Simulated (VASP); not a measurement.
# Co (P6_3/mmc) in VASP: a series of runs

The runs below take Co through single point, with revPBE.

Program: VASP 6.6.1. These are calculated values, not measurements. Logs are shortened: lines on timing, memory, paths and dates and some standing lists are left out, and cuts for length are marked.

### 1 The cell of the first run

It takes space group P6_3/mmc (No. 194, hexagonal). The conventional cell has a = 2.486 Å, b = 2.486 Å, c = 4.036 Å, α = 90.00°, β = 90.00°, γ = 120.00°. Within 3.3 Å of Co (site symmetry -6m2) lie 12 Co at 2.48 to 2.49 Å.

### 2 Single point, revPBE, collinear spin, ferromagnetic start

INCAR

```
PREC = Accurate ; ENCUT = 520
EDIFF = 1E-6 ; ISMEAR = -1
SIGMA = 0.3 ; LREAL = F
LASPH = T ; NELM = 150
ALGO = Normal ; ISIF = 2
LWAVE = F ; LCHARG = F
ISPIN = 2 ; MAGMOM = 3.2 3.2
LORBIT = 11 ; LMAXMIX = 4
GGA = RE ; NBANDS = 20
```

KPOINTS

```
Automatic mesh
0
Gamma
  13 13 7
```

POSCAR

```
Co
1.0
    2.4863284155      0.0000000000      0.0000000000
   -1.2431642078      2.1532234734      0.0000000000
    0.0000000000      0.0000000000      4.0356975426
Co
2
Direct
    0.3333333333      0.6666666667      0.2500000000
    0.6666666667      0.3333333333      0.7500000000
```

Potentials or basis: VASP PAW PBE potentials, release 64 (Co).

Run with:

```bash
$ cat potpaw_PBE.64/Co/POTCAR > POTCAR
$ mpirun -np 1 vasp_std > vasp.out
```

OUTCAR:

```text
PREC = Accurate
   ENCUT = 520
   EDIFF = 1E-6
   ISMEAR = -1
   LREAL = F
   LASPH = T
   NELM = 150
   ISIF = 2
   ISPIN = 2
   LORBIT = 11
   GGA = RE

 ion  position               nearest neighbor table
   1  0.333  0.667  0.250-   2 2.48   2 2.48   2 2.48   2 2.48   2 2.48   2 2.48
   2  0.667  0.333  0.750-   1 2.48   1 2.48   1 2.48   1 2.48   1 2.48   1 2.48

  LATTYP: Found a hexagonal cell.
 ALAT       =     2.4863284155
 C/A-ratio  =     1.6231554599

  Lattice vectors:

 A1 = (   2.4863284155,   0.0000000000,   0.0000000000)
 A2 = (  -1.2431642078,   2.1532234734,   0.0000000000)
 A3 = (   0.0000000000,   0.0000000000,   4.0356975426)

Analysis of symmetry for initial positions (statically):
=====================================================================
 Subroutine PRICEL returns:
 Original cell was already a primitive cell.

 Routine SETGRP: Setting up the symmetry group for a
 hexagonal supercell.

 Subroutine GETGRP returns: Found 24 space group operations
 (whereof 12 operations were pure point group operations)
 out of a pool of 24 trial point group operations.

The static configuration has the point symmetry D_3d.
 The point group associated with its full space group is D_6h.

Analysis of symmetry for dynamics (positions and initial velocities):
=====================================================================
 Subroutine PRICEL returns:
 Original cell was already a primitive cell.

 Routine SETGRP: Setting up the symmetry group for a
 hexagonal supercell.

 Subroutine GETGRP returns: Found 24 space group operations
 (whereof 12 operations were pure point group operations)
 out of a pool of 24 trial point group operations.

The dynamic configuration has the point symmetry D_3d.
 The point group associated with its full space group is D_6h.

Analysis of structural, dynamic, and magnetic symmetry:
=====================================================================
 Subroutine PRICEL returns:
 Original cell was already a primitive cell.

 Routine SETGRP: Setting up the symmetry group for a
 hexagonal supercell.

 Subroutine GETGRP returns: Found 24 space group operations
 (whereof 12 operations were pure point group operations)
 out of a pool of 24 trial point group operations.

The overall configuration has the point symmetry D_3d.
 The point group associated with its full space group is D_6h.

 Subroutine INISYM returns: Found 24 space group operations
 (whereof 12 operations are pure point group operations),
[... 115 lines left out ...]
     AMIX     =   0.40;   BMIX     =  1.00
     AMIX_MAG =   1.60;   BMIX_MAG =  1.00
  volume/ion in A,a.u.               =      10.80        72.90
  Fermi-wavevector in a.u.,A,eV,Ry     =   1.540436  2.911002 32.285841  2.372942
  Thomas-Fermi vector in A             =   2.646523
   LORBIT       =     11    0 simple, 1 ext, 2 COOP (PROOUT), +10 PAW based schemes
   GGA     = RE    functional components
   LHFCALC =     F    Hartree Fock is set to
   AEXX    =    0.0000 exact exchange contribution
   IVDW    =     0    specifies the selected vdW correction
   LEPSILON=     F    determine dielectric tensor
   LRPA    =     F    only Hartree local field effects (RPA)
 spin polarized calculation
  energy-cutoff  :      520.00
  volume of cell :       21.61
 maximum number of plane-waves:       593
   NGX =  9   NGY =  9   NGZ = 15

 number of electron      18.0000006 magnetization       2.8077172

 Free energy of the ion-electron system (eV)
  ---------------------------------------------------
  ext. energy  EPLUGINS =         0.00000000
  ---------------------------------------------------
  free energy    TOTEN  =       -13.58674623 eV

  energy without entropy =      -12.75520560  energy(sigma->0) =      -13.17097591

 E-fermi :  10.4535     XC(G=0): -13.3527

 val. band max:       10.4465323958   @ k =   0.2308   0.0000   0.1429
 cond. band min:      10.4742442383   @ k =   0.2308   0.0000   0.0000
 fundamental gap:      0.0277118425
 Fermi energy:        10.4534946533

 spin component 1

 k-point     1 :       0.0000    0.0000    0.0000
  band No.  band energies     occupation
      1       1.4880      1.00000
      2       5.3333      1.00000
      3       7.8869      0.99981
      4       7.9215      0.99978
      5       7.9215      0.99978
      6       8.2338      0.99939
[... 541 lines left out ...]
     19      37.2680      0.00000
     20      38.2435      0.00000

 [... further k-points ...]

 spin component 2

 k-point     1 :       0.0000    0.0000    0.0000
  band No.  band energies     occupation
      1       1.4770      1.00000
      2       6.1486      1.00000
      3       9.3038      0.97880
      4       9.3576      0.97474
      5       9.3576      0.97474
      6       9.7164      0.92108
[... 541 lines left out ...]
     19      37.3849      0.00000
     20      38.4355      0.00000

 [... further k-points ...]

------------------------ aborting loop because EDIFF is reached ----------------------------------------

  FORCE on cell =-STRESS in cart. coord.  units (eV):
  Direction    XX          YY          ZZ          XY          YZ          ZX
  --------------------------------------------------------------------------------------
  -------------------------------------------------------------------------------------
  Total        0.7797980      0.7797979      0.7830053     -0.0000000     -0.0000000      0.0000000
  in kB       57.8264451     57.8264399     58.0642847     -0.0000000     -0.0000000      0.0000000
  external PRESSURE =      57.9057232 kB  Pullay stress =       0.0000000 kB

 VOLUME and BASIS-vectors are now :
 -----------------------------------------------------------------------------
  energy-cutoff  :      520.00
  volume of cell :       21.61
      direct lattice vectors                 reciprocal lattice vectors
     2.486328416  0.000000000  0.000000000     0.402199482  0.232209989  0.000000000
    -1.243164208  2.153223473  0.000000000     0.000000000  0.464419979  0.000000000
     0.000000000  0.000000000  4.035697543     0.000000000  0.000000000  0.247788639

 POSITION                                       TOTAL-FORCE (eV/Angst)
 -----------------------------------------------------------------------------------
     -0.00000      1.43548      1.00892        -0.000000      0.000000      0.000000
      1.24316      0.71774      3.02677         0.000000     -0.000000      0.000000
 -----------------------------------------------------------------------------------
    total drift:                                0.000000     -0.000000     -0.000000

  FREE ENERGIE OF THE ION-ELECTRON SYSTEM (eV)
  ---------------------------------------------------
  free  energy   TOTEN  =       -13.5867462275 eV

  energy  without entropy=      -12.7552055985  energy(sigma->0) =      -13.17097591

 total charge

# of ion       s       p       d       tot
------------------------------------------
    1        0.492   0.525   7.266   8.283
    2        0.492   0.525   7.266   8.283
--------------------------------------------------
tot          0.984   1.050  14.533  16.567

 magnetization (x)

# of ion       s       p       d       tot
------------------------------------------
    1       -0.012  -0.044   1.475   1.418
    2       -0.012  -0.044   1.475   1.418
--------------------------------------------------
tot         -0.025  -0.088   2.949   2.837
```

stdout:

```text
POSCAR found type information on POSCAR Co
 POSCAR found :  1 types and       2 ions
 scaLAPACK will be used
 -----------------------------------------------------------------------------
|                                                                             |
|                                                                             |
|     You enforced a specific xc type in the INCAR file but a different       |
|     I HOPE YOU KNOW WHAT YOU ARE DOING!                                     |
|                                                                             |
 -----------------------------------------------------------------------------

 LDA part: xc-table for (Slater+PW92), standard interpolation
 POSCAR, INCAR and KPOINTS ok, starting setup
 FFT: planning ... GRIDC
 FFT: planning ... GRID_SOFT
 FFT: planning ... GRID
 WAVECAR not read
 entering main loop
```

Wall time 38 s (1 thread of AMD EPYC 9R45 (Zen 5), shared host); peak memory 0.14 GiB.

What came out:

```
Free energy                                           : -13.5867 eV
Pressure                                              : 5.8 GPa
Net moment                                            : 2.81 μB per cell
Site moments                                          : Co +1.42 μB
Valence electrons inside the program's atomic spheres : Co 8.28
```

Caveat: the cell stands under pressure; so wide a smearing shifts energies and pressures; the PAW data sets were made with another functional, which shifts forces and pressure a little.

(Continued in part 2 of 2.)
